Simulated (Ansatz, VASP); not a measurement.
Two plane-wave programs on BaZrO3

```xyz
5
Lattice="4.2272 0.0000 0.0000 0.0000 4.2272 0.0000 0.0000 0.0000 4.2272" Properties=species:S:1:pos:R:3 pbc="T T T"
Ba    0.0000    0.0000    0.0000
Zr    2.1136    2.1136    2.1136
O     0.0000    2.1136    2.1136
O     2.1136    0.0000    2.1136
O     2.1136    2.1136    0.0000
```

Alike in both runs: functional PBE; k mesh 6 × 6 × 6; occupations gaussian, width 0.02 eV; no spin polarisation.

Ansatz relaxed the structure, and its values are those at the end. VASP's run is a single point on that final structure, the one shown.

|  | VASP | Ansatz |
| --- | --- | --- |
| version | VASP 6.6.1 | Ansatz 0.2.0 |
| potentials or method | VASP PAW PBE potentials, release 64 (Ba_sv, Zr_sv, O), cutoff 520 eV | scalar-relativistic, plane waves, PAW |
| valence electrons in the cell | 40 | 40 |

```tsv
	VASP	Ansatz	Ansatz less VASP
gap on the k mesh at the Fermi level (eV)	3.13	3.18	+0.047
least direct gap on the mesh (eV)	3.38	3.40	+0.021
pressure (GPa)	0.9	0.0	-0.94
```

Spin-orbit coupling is off throughout.
